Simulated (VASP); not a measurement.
# ScAl3N4 (P1) in VASP: single point with LDA

Aim: the single point of ScAl3N4 with LDA.

All numbers are computed with VASP 6.6.1; they aren't measurements. Logs are shortened: lines on timing, memory, paths and dates and some standing lists are left out, and cuts for length are marked.

**1. The cell of the first run**

The typed cell holds 16 atoms: a = 5.548 Å, b = 5.822 Å, c = 6.473 Å, α = 106.12°, β = 89.98°, γ = 118.32°.

**2. Single point, LDA (atoms moved along the polar distortion)**

Contents of INCAR:

```
  PREC = Accurate
  ENCUT = 520
  EDIFF = 1E-6
  ISMEAR = 0
  SIGMA = 0.01
  LREAL = Auto
  LASPH = True
  NELM = 100
  ALGO = Normal
  ISIF = 2
  LWAVE = False
  LCHARG = False
  NBANDS = 54
```

Contents of KPOINTS:

```
regular mesh
0
Gamma
  6 6 4
```

Contents of POSCAR:

```
ScAl3N4
1.0
    4.8052704893     -2.7733765745     -0.0071344788
   -3.2058220830     -0.0169330400     -4.8598131143
    3.2373037387      5.6052829177     -0.0013837804
Sc Al N
2 6 8
Direct
    0.3599468781      0.0541081841      0.0115827694
    0.9453783569      0.5515147094      0.1384221874
    0.8520335560      0.0416560461      0.2622884113
    0.3559596966      0.0445019168      0.5129167702
    0.8572634723      0.0454869401      0.7592445286
    0.4362917526      0.5416922948      0.3889256596
    0.9390504616      0.5441272808      0.6360192212
    0.4397211607      0.5481939332      0.8837483044
    0.6092009344      0.5665328989      0.1425722981
    0.1232344061      0.5732765743      0.3991478161
    0.6217894660      0.5728278734      0.6420660749
    0.1218288163      0.5741582435      0.8884325606
    0.7100463069      0.0702161905      0.0175434599
    0.1969705183      0.0669686917      0.2719059643
    0.7011468926      0.0718046906      0.5178665151
    0.2021373243      0.0769335317      0.7633174586
```

Potentials or basis: VASP PAW LDA potentials, release 64 (Sc_sv, Al, N).

On the command line:

```console
$ cat potpaw_LDA.64/Sc_sv/POTCAR potpaw_LDA.64/Al/POTCAR potpaw_LDA.64/N/POTCAR > POTCAR
$ mpirun -np 1 vasp_std > vasp.out
```

OUTCAR:

```text
PREC = Accurate
   ENCUT = 520
   EDIFF = 1E-6
   ISMEAR = 0
   LREAL = Auto
   LASPH = True
   NELM = 100
   ISIF = 2

 ion  position               nearest neighbor table
   1  0.360  0.054  0.012-  16 1.90  13 1.90  14 1.91  12 2.33   9 2.49   6 3.04   8 3.04   2 3.06
                             8 3.07   2 3.08   7 3.10   5 3.21   4 3.21   3 3.22   5 3.22   3 3.23
   2  0.945  0.552  0.138-  12 1.89  10 1.90   9 1.91  13 2.34  14 2.51   3 3.03   4 3.04   1 3.06
                             1 3.08   5 3.09   3 3.10   6 3.20   8 3.20   7 3.23   7 3.24   6 3.24
   3  0.852  0.042  0.262-  14 1.85  13 1.85  15 1.86   9 2.31   2 3.03   8 3.06   7 3.06   6 3.06
                             6 3.07   2 3.10   4 3.20   5 3.21   1 3.22   4 3.22   1 3.23   5 3.26
   4  0.356  0.045  0.513-  16 1.84  15 1.84  14 1.86  10 2.29  11 2.57   2 3.04   6 3.05   6 3.06
                             7 3.06   7 3.06   8 3.06   5 3.19   3 3.20   5 3.20   1 3.21   3 3.22
   5  0.857  0.045  0.759-  16 1.83  13 1.86  15 1.86  11 2.30  12 2.57   7 3.05   7 3.05   8 3.05
                             8 3.06   6 3.07   2 3.09   4 3.19   4 3.20   1 3.21   3 3.21   1 3.22
   6  0.436  0.542  0.389-  10 1.83  11 1.85   9 1.87  14 2.31   1 3.04   4 3.05   4 3.06   3 3.06
                             5 3.07   3 3.07   7 3.19   8 3.19   2 3.20   7 3.21   2 3.24   8 3.28
   7  0.939  0.544  0.636-  12 1.84  10 1.84  11 1.84  15 2.30   5 3.05   5 3.05   4 3.06   4 3.06
                             3 3.06   1 3.10   6 3.19   8 3.19   8 3.21   6 3.21   2 3.23   2 3.24
   8  0.440  0.548  0.884-  12 1.84  11 1.86   9 1.87  16 2.29  13 2.54   1 3.04   5 3.05   3 3.06
                             4 3.06   5 3.06   1 3.07   6 3.19   7 3.19   2 3.20   7 3.21   2 3.24
   9  0.609  0.567  0.143-   6 1.87   8 1.87   2 1.91   3 2.31   1 2.49
  10  0.123  0.573  0.399-   6 1.83   7 1.84   2 1.90   4 2.29
  11  0.622  0.573  0.642-   7 1.84   6 1.85   8 1.86   5 2.30   4 2.57
  12  0.122  0.574  0.888-   8 1.84   7 1.84   2 1.89   1 2.33   5 2.57
  13  0.710  0.070  0.018-   3 1.85   5 1.86   1 1.90   2 2.34   8 2.54
  14  0.197  0.067  0.272-   3 1.85   4 1.86   1 1.91   6 2.31   2 2.51
  15  0.701  0.072  0.518-   4 1.84   3 1.86   5 1.86   7 2.30
  16  0.202  0.077  0.763-   5 1.83   4 1.84   1 1.90   8 2.29

  LATTYP: Found a triclinic cell.
 ALAT       =     5.8219726435
 B/A-ratio  =     0.9529724014
 C/A-ratio  =     1.1118172284
 COS(alpha) =     0.0002943112
 COS(beta)  =     0.2777307694
 COS(gamma) =     0.4743829392

  Lattice vectors:

 A1 = (   3.2058220830,   0.0169330400,   4.8598131143)
 A2 = (   4.8052704893,  -2.7733765745,  -0.0071344788)
 A3 = (   3.2373037387,   5.6052829177,  -0.0013837804)

Analysis of symmetry for initial positions (statically):
=====================================================================
 Subroutine PRICEL returns:
 Original cell was already a primitive cell.

 Routine SETGRP: Setting up the symmetry group for a
 triclinic supercell.

 Subroutine GETGRP returns: Found  1 space group operations
 (whereof  1 operations were pure point group operations)
 out of a pool of  2 trial point group operations.

The static configuration has the point symmetry C_1 .

Analysis of symmetry for dynamics (positions and initial velocities):
=====================================================================
 Subroutine PRICEL returns:
 Original cell was already a primitive cell.

 Routine SETGRP: Setting up the symmetry group for a
 triclinic supercell.

 Subroutine GETGRP returns: Found  1 space group operations
 (whereof  1 operations were pure point group operations)
 out of a pool of  2 trial point group operations.

The dynamic configuration has the point symmetry C_1 .

 Subroutine INISYM returns: Found  1 space group operations
 (whereof  1 operations are pure point group operations),
 and found     1 'primitive' translations

----------------------------------------------------------------------------------------

                                     Primitive cell

  volume of cell :     174.6715

  direct lattice vectors                    reciprocal lattice vectors
     4.805270489 -2.773376574 -0.007134479     0.155953620 -0.090095570 -0.102562373
    -3.205822083 -0.016933040 -4.859813114    -0.000250920  0.000094160 -0.205604036
     3.237303739  5.605282918 -0.001383780     0.077161826  0.133826011 -0.051366825

  length of vectors
     5.548179251  5.821972643  6.472969488     0.207262596  0.205604211  0.162794039

  position of ions in fractional coordinates (direct lattice)
     0.359946878  0.054108184  0.011582769
     0.945378357  0.551514709  0.138422187
     0.852033556  0.041656046  0.262288411
     0.355959697  0.044501917  0.512916770
     0.857263472  0.045486940  0.759244529
     0.436291753  0.541692295  0.388925660
[... 8 lines left out ...]
     0.701146893  0.071804691  0.517866515
     0.202137324  0.076933532  0.763317459

  ion indices of the primitive-cell ions
   primitive index   ion index
                 1           1
                 2           2
                 3           3
                 4           4
                 5           5
                 6           6
[... 8 lines left out ...]
                15          15
                16          16

----------------------------------------------------------------------------------------

 KPOINTS: regular mesh

Automatic generation of k-mesh.
 Grid dimensions read from file:
 generate k-points for:    6    6    4

 Generating k-lattice:

  Cartesian coordinates                     Fractional coordinates (reciprocal lattice)
     0.025992270 -0.015015928 -0.017093729     0.166666667  0.000000000  0.000000000
    -0.000041820  0.000015693 -0.034267339    -0.000000000  0.166666667 -0.000000000
     0.019290457  0.033456503 -0.012841706     0.000000000  0.000000000  0.250000000

  Length of vectors
     0.034543766  0.034267368  0.040698510

  Shift w.r.t. Gamma in fractional coordinates (k-lattice)
     0.000000000  0.000000000  0.000000000

 Subroutine IBZKPT returns following result:
 ===========================================

 Found     76 irreducible k-points:

 Following reciprocal coordinates:
            Coordinates               Weight
  0.000000  0.000000  0.000000      1.000000
  0.166667 -0.000000 -0.000000      2.000000
  0.333333  0.000000 -0.000000      2.000000
  0.500000  0.000000 -0.000000      1.000000
  0.000000  0.166667  0.000000      2.000000
  0.166667  0.166667 -0.000000      2.000000
[... 16 lines left out ...]
  0.333333 -0.000000  0.250000      2.000000
  0.500000  0.000000  0.250000      2.000000
 [... further k-points ...]
   k-points           NKPTS =     76   k-points in BZ     NKDIM =     76   number of bands    NBANDS=     54
   number of dos      NEDOS =    301   number of ions     NIONS =     16
   total plane-waves  NPLWV =  96768
   dimension x,y,z NGX =    42 NGY =   48 NGZ =   48
   dimension x,y,z NGXF=    84 NGYF=   96 NGZF=   96
   ions per type =               2   6   8
   NGX,Y,Z   is equivalent  to a cutoff of  12.58, 13.71, 12.33 a.u.
   NGXF,Y,Z  is equivalent  to a cutoff of  25.17, 27.41, 24.66 a.u.
 SYSTEM =  unknown system
   PREC   = accura    normal or accurate (medium, high low for compatibility)
   ISTART =      0    job   : 0-new  1-cont  2-samecut
   ICHARG =      2    charge: 1-file 2-atom 10-const
   ISPIN  =      1    spin polarized calculation?
   LNONCOLLINEAR =      F non collinear calculations
   LSORBIT =      F    spin-orbit coupling
   LASPH  =      T    aspherical Exc in radial PAW
   ENCUT  =  520.0 eV  38.22 Ry    6.18 a.u.  10.32 10.83 12.04*2*pi/ulx,y,z
   NELM   =    100;   NELMIN=  2; NELMDL= -5     # of ELM steps
   EDIFF  = 0.1E-05   stopping-criterion for ELM
   LREAL  =      T    real-space projection
   EDIFFG = 0.1E-04   stopping-criterion for IOM
   NSW    =      0    number of steps for IOM
   IBRION =     -1    ionic relax: 0-MD 1-quasi-New 2-CG
   NFREE  =      0    steps in history (QN), initial steepest desc. (CG)
   ISIF   =      2    stress and relaxation
   ISYM   =      2    0-nonsym 1-usesym 2-fastsym
   POTIM  = 0.5000    time-step for ionic-motion
   TEBEG  =    0.0;   TEEND  =   0.0 temperature during run
   PSTRESS=    0.0 pullay stress
   NELECT =      80.0000    total number of electrons
   NUPDOWN=      -1.0000    fix difference up-down
   EMIN   =  10.00;   EMAX   =-10.00  energy-range for DOS
   EFERMI =   0.00;   METHOD = LEGACY
   ISMEAR =     0;   SIGMA  =   0.01  broadening in eV -4-tet -1-fermi 0-gaus
   EFERMI_NEDOS =   21; number of points for ismear=-14 and -15
   IALGO  =     38    algorithm
   IMIX   =      4    mixing-type and parameters
     AMIX     =   0.40;   BMIX     =  1.00
     AMIX_MAG =   1.60;   BMIX_MAG =  1.00
  volume/ion in A,a.u.               =      10.92        73.67
  Fermi-wavevector in a.u.,A,eV,Ry     =   1.261917  2.384678 21.666390  1.592435
  Thomas-Fermi vector in A             =   2.395352
   LORBIT       =      0    0 simple, 1 ext, 2 COOP (PROOUT), +10 PAW based schemes
   GGA     = CA    functional components
   LHFCALC =     F    Hartree Fock is set to
   AEXX    =    0.0000 exact exchange contribution
   IVDW    =     0    specifies the selected vdW correction
   LEPSILON=     F    determine dielectric tensor
   LRPA    =     F    only Hartree local field effects (RPA)
 non-spin polarized calculation
 Gauss-broadening in eV      SIGMA  =   0.01
  energy-cutoff  :      520.00
  volume of cell :      174.67
 maximum number of plane-waves:      4722
 NGX is ok and might be reduce to    42
   NGX = 21   NGY = 21   NGZ = 25

 number of electron      80.0000003 magnetization

 Free energy of the ion-electron system (eV)
  ---------------------------------------------------
  ext. energy  EPLUGINS =         0.00000000
  ---------------------------------------------------
  free energy    TOTEN  =      -133.47617091 eV

  energy without entropy =     -133.47617091  energy(sigma->0) =     -133.47617091

 E-fermi :   6.5258     XC(G=0): -11.3599

 val. band max:        6.3756768294   @ k =   0.0000   0.0000   0.0000
 cond. band min:       8.8339201523   @ k =   0.0000  -0.3333   0.2500
 fundamental gap:      2.4582433229
 Fermi energy:         6.5257683845

 k-point     1 :       0.0000    0.0000    0.0000
  band No.  band energies     occupation
      1     -40.2623      2.00000
      2     -40.2062      2.00000
      3     -19.7511      2.00000
      4     -19.6239      2.00000
      5     -19.6172      2.00000
      6     -19.6097      2.00000
[... 44 lines left out ...]
     51      12.1504      0.00000
     52      12.3726      0.00000

 k-point     2 :       0.1667   -0.0000   -0.0000
  band No.  band energies     occupation
      1     -40.2586      2.00000
      2     -40.2100      2.00000
      3     -19.7385      2.00000
      4     -19.6267      2.00000
      5     -19.6104      2.00000
      6     -19.6069      2.00000
[... 44 lines left out ...]
     51      12.1366      0.00000
     52      12.3678      0.00000

 k-point     3 :       0.3333    0.0000   -0.0000
  band No.  band energies     occupation
      1     -40.2484      2.00000
      2     -40.2202      2.00000
      3     -19.7083      2.00000
      4     -19.6442      2.00000
      5     -19.6005      2.00000
      6     -19.5893      2.00000
[... 44 lines left out ...]
     51      12.3328      0.00000
     52      12.4506      0.00000
[... 1046 lines left out ...]
 k-point    23 :       0.3333   -0.0000    0.2500
  band No.  band energies     occupation
      1     -40.2483      2.00000
      2     -40.2202      2.00000
      3     -19.7089      2.00000
      4     -19.6437      2.00000
      5     -19.6003      2.00000
      6     -19.5906      2.00000
[... 44 lines left out ...]
     51      12.1525      0.00000
     52      12.6553      0.00000

 k-point    24 :       0.5000    0.0000    0.2500
  band No.  band energies     occupation
      1     -40.2353      2.00000
      2     -40.2333      2.00000
      3     -19.6791      2.00000
      4     -19.6688      2.00000
      5     -19.5929      2.00000
      6     -19.5832      2.00000
[... 44 lines left out ...]
     51      12.2068      0.00000
     52      12.7240      0.00000

 [... further k-points ...]

 [bands above 52 left out]

------------------------ aborting loop because EDIFF is reached ----------------------------------------

  FORCE on cell =-STRESS in cart. coord.  units (eV):
  Direction    XX          YY          ZZ          XY          YZ          ZX
  --------------------------------------------------------------------------------------
  -------------------------------------------------------------------------------------
  Total       17.4233652     16.0099018    -16.5087676     -1.2633015      0.5939079     -0.0305376
  in kB      159.8161269    146.8511091   -151.4269645    -11.5876554      5.4476306     -0.2801070
  external PRESSURE =      51.7467572 kB  Pullay stress =       0.0000000 kB

 VOLUME and BASIS-vectors are now :
 -----------------------------------------------------------------------------
  energy-cutoff  :      520.00
  volume of cell :      174.67
      direct lattice vectors                 reciprocal lattice vectors
     4.805270489 -2.773376574 -0.007134479     0.155953620 -0.090095570 -0.102562373
    -3.205822083 -0.016933040 -4.859813114    -0.000250920  0.000094160 -0.205604036
     3.237303739  5.605282918 -0.001383780     0.077161826  0.133826011 -0.051366825

 POSITION                                       TOTAL-FORCE (eV/Angst)
 -----------------------------------------------------------------------------------
      1.59368     -0.93426     -0.26554        -0.313345      0.142572      0.575360
      3.22286     -1.85533     -2.68719         0.238496      0.103559      0.464409
      4.80982     -0.89351     -0.20888         0.153584      0.121854      0.452638
      3.22828      1.88708     -0.21952        -0.298488      0.067684      0.593087
      6.43146      1.87750     -0.22822        -0.114721     -0.143112      0.680431
      1.61900      0.96086     -2.63617         0.061810      0.056824      0.435015
[... 8 lines left out ...]
      4.81550      0.95703     -0.35468         0.008744      0.027403     -0.654155
      3.19578      3.71670     -0.37638        -2.314666     -1.518655     -0.780834
 -----------------------------------------------------------------------------------
    total drift:                               -0.004667      0.003704      0.001953

  FREE ENERGIE OF THE ION-ELECTRON SYSTEM (eV)
  ---------------------------------------------------
  free  energy   TOTEN  =      -133.4761709136 eV

  energy  without entropy=     -133.4761709136  energy(sigma->0) =     -133.47617091
```

Wall time 16 min (1 thread of Intel Xeon Platinum 8488C (Sapphire Rapids), shared host); peak memory 0.54 GiB.

Results:

```yaml
Free_energy: -133.4762 eV
Pressure: 5.2 GPa
Largest_force: 3.046 eV/Å
Band_gap_on_the_k_mesh: 2.46 eV (least direct gap 2.61 eV)
```

Forces in eV/Å, atoms in the order of the input:
```
Sc  -0.313  0.143  0.575
Sc   0.238  0.104  0.464
Al   0.154  0.122  0.453
Al  -0.298  0.068  0.593
Al  -0.115 -0.143  0.680
Al   0.062  0.057  0.435
Al   0.218 -0.194  0.740
Al   0.011 -0.118  0.639
N   -2.635  1.465 -0.435
N    2.326  1.597 -0.717
N    0.053  0.069 -0.673
N   -0.150 -2.878 -0.499
N    2.587 -1.536 -0.390
N    0.169  2.737 -0.431
N    0.009  0.027 -0.654
N   -2.315 -1.519 -0.781
```

Levels at points of the mesh, in eV from the valence-band top:
| k point | band 36 | band 37 | band 38 | band 39 | band 40 | band 41 | band 42 | band 43 | band 44 | band 45 |
| --- | --- | --- | --- | --- | --- | --- | --- | --- | --- | --- |
| (0.00, 0.00, 0.00) | -1.90 | -1.68 | -1.57 | -1.46 | 0.00 | 2.61 | 3.09 | 3.28 | 3.81 | 4.03 |
| (0.50, 0.00, 0.00) | -1.93 | -1.51 | -1.41 | -1.29 | -1.07 | 3.26 | 3.58 | 3.88 | 4.01 | 4.41 |
| (0.00, 0.50, 0.00) | -2.26 | -2.01 | -1.65 | -1.47 | -1.35 | 3.23 | 3.31 | 3.59 | 4.25 | 4.53 |
| (0.50, 0.50, 0.00) | -1.76 | -1.51 | -1.34 | -1.17 | -1.13 | 3.37 | 3.57 | 3.70 | 4.11 | 4.37 |
| (0.00, 0.00, 0.50) | -1.75 | -1.55 | -1.48 | -0.77 | -0.75 | 3.33 | 3.66 | 3.96 | 4.17 | 4.36 |
| (0.50, 0.00, 0.50) | -1.83 | -1.53 | -1.40 | -1.24 | -1.16 | 3.41 | 3.65 | 3.88 | 4.19 | 4.43 |
| (0.00, 0.50, 0.50) | -2.15 | -1.99 | -1.91 | -1.69 | -1.50 | 2.70 | 2.81 | 4.15 | 4.23 | 4.83 |
| (0.50, 0.50, 0.50) | -1.63 | -1.47 | -1.35 | -1.32 | -1.24 | 3.38 | 3.63 | 3.85 | 4.18 | 4.33 |

Caveat: the cell differs from its parent crystal (atoms moved along the polar distortion); the stress differs along the axes, from -15 to 16 GPa; forces of over 1 eV/Å act on the atoms, so gaps and moduli don't describe the material at rest. A k mesh can miss the band edges.
